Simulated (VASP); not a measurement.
Set up this calculation in VASP 6.6.1, as the native input.

| Property | Result |
| --- | --- |
| Task | relaxation of cell and atoms |
| Functional | PBE |
| Dispersion | D3(BJ) |
| Potentials or basis | VASP PAW PBE potentials, release 64 (Mo_sv) |
| Cutoff | 600 eV |
| k mesh | 12 × 12 × 12 |
| Occupations | fermi-dirac, width 0.05 eV |
| Spin | no spin polarisation |
| Dipole correction | no |
| Further INCAR settings | ALGO = Normal; EDIFF = 1e-06; IBRION = 2; EDIFFG = -0.01; NSW = 60; ISIF = 3 |

The structure of Mo lies in POSCAR:

```
Mo
1.0
   -1.5838089719      1.5838089719      1.5838089719
    1.5838089719     -1.5838089719      1.5838089719
    1.5838089719      1.5838089719     -1.5838089719
Mo
1
Direct
    0.0000000000      0.0000000000      0.0000000000
```

These files were run (other wordings do the same):

INCAR

```
PREC     = Accurate       # precision mode
ENCUT    = 600            # plane-wave cutoff, eV
EDIFF    = 1E-6           # SCF threshold, eV
ISMEAR   = -1             # smearing method
SIGMA    = 0.05           # smearing width, eV
LREAL    = F              # projectors in reciprocal space
LASPH    = T              # aspherical terms in the spheres
NELM     = 100            # most SCF steps
ALGO     = Normal         # electronic algorithm
ISIF     = 3              # what is computed and relaxed
LWAVE    = F              # write WAVECAR
LCHARG   = F              # write CHGCAR
GGA      = PE             # functional
IVDW     = 12             # dispersion correction
IBRION   = 2              # ionic algorithm
NSW      = 60             # ionic steps
EDIFFG   = -0.01          # ionic threshold
```

KPOINTS

```
Automatic mesh
0
Gamma
  12 12 12
```

Potentials or basis: VASP PAW PBE potentials, release 64 (Mo_sv).

Run with:

```bash
$ cat potpaw_PBE.64/Mo_sv/POTCAR > POTCAR
$ mpirun -np 1 vasp_std > vasp.out
```

Results of the run:

The relaxed volume is 15.36 Å³/atom and the relaxed cell is a = 2.712 Å, b = 2.712 Å, c = 2.712 Å, α = 109.47°, β = 109.47°, γ = 109.47°. The space group after relaxing (to 0.1 Å) is Im-3m (No. 229) and the energy gained by relaxing is 15.2 meV/atom. The ionic steps are 4. The pressure after relaxing is 0.0 GPa, the band gap on the k mesh is zero (bands 7 and 8 overlap by 5.48 eV) and the dispersion energy per atom is -0.727 eV.

It took 47 s on 1 thread of Intel Xeon 8259CL (shared host), peak memory 0.17 GiB.
